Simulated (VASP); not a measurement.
Wanted: the native input for a VASP 6.6.1 run.

| Quantity | Value |
| --- | --- |
| Task | single point |
| Functional | PBE |
| Potentials or basis | VASP PAW PBE potentials, release 64 (Zr_sv, B) |
| Cutoff | 520 eV |
| k mesh | 18 × 18 × 18 |
| Occupations | gaussian, width 0.15 eV |
| Spin | no spin polarisation |
| Dipole correction | no |
| Further INCAR settings | ALGO = Normal; EDIFF = 1e-06; NBANDS = 14 |

The structure of ZrB lies in POSCAR:

```
ZrB
1.0
    0.0000000000      2.3250000000      2.3250000000
    2.3250000000      0.0000000000      2.3250000000
    2.3250000000      2.3250000000      0.0000000000
Zr B
1 1
Direct
   -0.0537634409      0.0537634409     -0.0537634409
    0.5000000000      0.5000000000      0.5000000000
```

This cell differs from its parent crystal: all Zr atoms moved -0.250 Å, as atom 1 along Cartesian [0 1 0].

One way to write it, as run:

INCAR

```
SYSTEM = ZrB
PREC     = Accurate       ! precision mode
ENCUT    = 520            ! plane-wave cutoff, eV
EDIFF    = 1E-6           ! SCF threshold, eV
ISMEAR   = 0              ! smearing method
SIGMA    = 0.15           ! smearing width, eV
LREAL    = .FALSE.        ! projectors in reciprocal space
LASPH    = .TRUE.         ! aspherical terms in the spheres
NELM     = 80             ! most SCF steps
ALGO     = Normal         ! electronic algorithm
ISIF     = 2              ! what is computed and relaxed
LWAVE    = .FALSE.        ! write WAVECAR
LCHARG   = .TRUE.         ! write CHGCAR
GGA      = PE             ! functional
LELF     = .TRUE.         ! ELF
LVHAR    = .TRUE.       
NBANDS   = 14             ! bands
```

KPOINTS

```
Automatic mesh
0
G
  18 18 18
  0 0 0
```

Potentials or basis: VASP PAW PBE potentials, release 64 (Zr_sv, B).

Launch:

```bash
$ cat potpaw_PBE.64/Zr_sv/POTCAR potpaw_PBE.64/B/POTCAR > POTCAR
$ mpirun -np 1 vasp_std > vasp.out
```

It gave:

| Item | Value |
| --- | --- |
| Pressure | 38.7 GPa |
| Largest force | 3.126 eV/Å |

Caveat: the cell differs from its parent crystal (all Zr atoms moved -0.250 Å, as atom 1 along Cartesian [0 1 0]); forces of over 1 eV/Å act on the atoms, so gaps and moduli don't describe the material at rest.

Run time: 57 s on 1 thread of Intel(R) Xeon(R) Platinum 8375C CPU @ 2.90GHz (Ice Lake), on a shared host, peak memory 0.28 GiB.
